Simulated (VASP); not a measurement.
A run of VASP 6.6.1 is set up as follows.

File INCAR:

```
SYSTEM = Os
PREC = Accurate
ENCUT = 520
EDIFF = 1E-7
ISMEAR = -1
SIGMA = 0.05
LREAL = .FALSE.
LASPH = .TRUE.
NELM = 60
ALGO = Fast
ISIF = 2
LWAVE = .FALSE.
LCHARG = .FALSE.
GGA = PS
NBANDS = 15
```

The input KPOINTS:

```
Automatic mesh
0
G
  11 11 6
  0 0 0
```

POSCAR

```
Os
1.0
    2.6883486051      0.0000000000      0.0000000000
   -1.3441743025      2.3281781862      0.0000000000
    0.0000000000      0.0000000000      4.2571904753
Os
2
Direct
    0.6666666667      0.3333333333      0.7500000000
    0.3333333333      0.6666666667      0.2500000000
```

Potentials or basis: VASP PAW PBE potentials, release 64 (Os).

Command:

```sh
$ cat potpaw_PBE.64/Os/POTCAR > POTCAR
$ mpirun -np 1 vasp_std > vasp.out
```

(1) Estimate the pressure.

(2) What does it give for the band gap on the k mesh?

## Answers

(1) 21.2 GPa.

(2) zero (bands 8 and 9 overlap by 4.21 eV).

Caveat: the cell stands under pressure; the PAW data sets were made with another functional, which shifts forces and pressure a little; spin-orbit coupling is left out, which moves the levels of the heavy elements.
